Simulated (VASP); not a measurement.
Runs of VASP 6.6.1 on ZnO. The structure is that of space group P6_3mc (No. 186), or close to it. The cells are those of the table. 

```tsv
cell	gap on the mesh (eV)	pressure (GPa)	largest force (eV/Å)
a = 3.058, b = 3.058, c = 5.876 Å, angles 90.0, 90.0, 120.0°, 4 atoms	0.34	12.7	1.01
a = 3.430, b = 3.430, c = 4.669 Å, angles 90.0, 90.0, 120.0°, 4 atoms	0.80	11.9	(a)
a = 3.148, b = 3.148, c = 5.545 Å, angles 90.0, 90.0, 120.0°, 4 atoms	0.61	8.1	0.69
a = 2.977, b = 2.977, c = 6.198 Å, angles 90.0, 90.0, 120.0°, 4 atoms	-	(b)	1.21
a = 3.341, b = 3.341, c = 4.922 Å, angles 90.0, 90.0, 120.0°, 4 atoms	0.81	7.4	1.02
```

Alike in all rows: task single point; level PBE; potentials or basis VASP PAW PBE potentials, release 64 (Zn, O); no spin polarisation; k mesh 12 × 12 × 6; cutoff (eV) 520; smearing gaussian 0.05 eV.

Q: Estimate the missing entries.

A: (a) 2.66; (b) 18.6.

Caveats: forces of over 1 eV/Å act on the atoms, so gaps and moduli don't describe the material at rest (some runs).

